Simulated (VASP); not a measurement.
Crystal: Sb.

```xyz
2
Lattice="3.1452 0.0000 0.0000 0.0000 3.1452 0.0000 0.0000 0.0000 5.9194" Properties=species:S:1:pos:R:3 pbc="T T T"
Sb    0.0000    0.0000    4.1612
Sb    0.0000    0.0000    1.7582
```

```yaml
Program: VASP 6.6.1
Task: relaxation of cell and atoms
Functional: PBE
Potentials_or_basis: VASP PAW PBE potentials, release 64 (Sb)
Cutoff: 600 eV
k_mesh: 6 × 6 × 4
Occupations: gaussian, width 0.1 eV
Spin: no spin polarisation
```

At the start: pressure 14.9 GPa; volume 29.28 Å³/atom.

Question: How do energy, volume and symmetry change on relaxing?

Answer: Over 24 steps the energy falls by 726.8 meV/atom and the volume is 30.53 Å³/atom (+4.3 %); space group P4/mmm (No. 123, to 0.05 Å).

Step by step:
| step | energy change (eV) | largest force (eV/Å) | pressure (GPa) | volume (Å³) |
| --- | --- | --- | --- | --- |
| 1 | 0.0000 | 6.4910 | 14.91 | 58.56 |
| 2 | -0.6597 | 0.1047 | -5.09 | 81.78 |
| 3 | -0.7437 | 0.0435 | -5.15 | 79.45 |
| 4 | -0.8372 | 0.0368 | -5.17 | 77.27 |
| 5 | -1.3257 | 0.1666 | -3.28 | 67.89 |
| 6 | -1.3051 | 0.8922 | 0.46 | 63.22 |
| 7 | -1.3716 | 0.1670 | -1.98 | 65.93 |
| 8 | -1.3719 | 0.2241 | -1.78 | 65.69 |
| 9 | -1.3903 | 0.2335 | 0.29 | 62.82 |
| 10 | -1.3908 | 0.2213 | 0.02 | 63.19 |
| 11 | -1.3976 | 0.2513 | 0.13 | 62.67 |
| 12 | -1.4138 | 0.3999 | 0.49 | 61.13 |
| 13 | -1.3767 | 0.2515 | 2.37 | 58.05 |
| 14 | -1.4136 | 0.3932 | 0.72 | 60.60 |
| 15 | -1.4162 | 0.3869 | 0.70 | 60.51 |
| 16 | -1.4239 | 0.3913 | 0.69 | 60.24 |
| 17 | -1.4359 | 0.2377 | 0.93 | 59.70 |
| 18 | -1.4178 | 0.2305 | 1.80 | 58.64 |
| 19 | -1.4368 | 0.1427 | 1.06 | 59.50 |
| 20 | -1.4438 | 0.1128 | 0.83 | 59.81 |
| 21 | -1.4532 | 0.0589 | 0.18 | 60.74 |
| 22 | -1.4533 | 0.0545 | 0.13 | 60.81 |
| 23 | -1.4535 | 0.0463 | 0.04 | 60.91 |
| 24 | -1.4536 | 0.0342 | -0.11 | 61.05 |

Final structure:
```
Sb
1.0
     3.08718    0.00000    0.00000
     0.00000    3.08718    0.00000
     0.00000    0.00000    6.40608
Sb
2
Direct
  0.00000 0.00000 0.74916
  0.00000 0.00000 0.25084
```
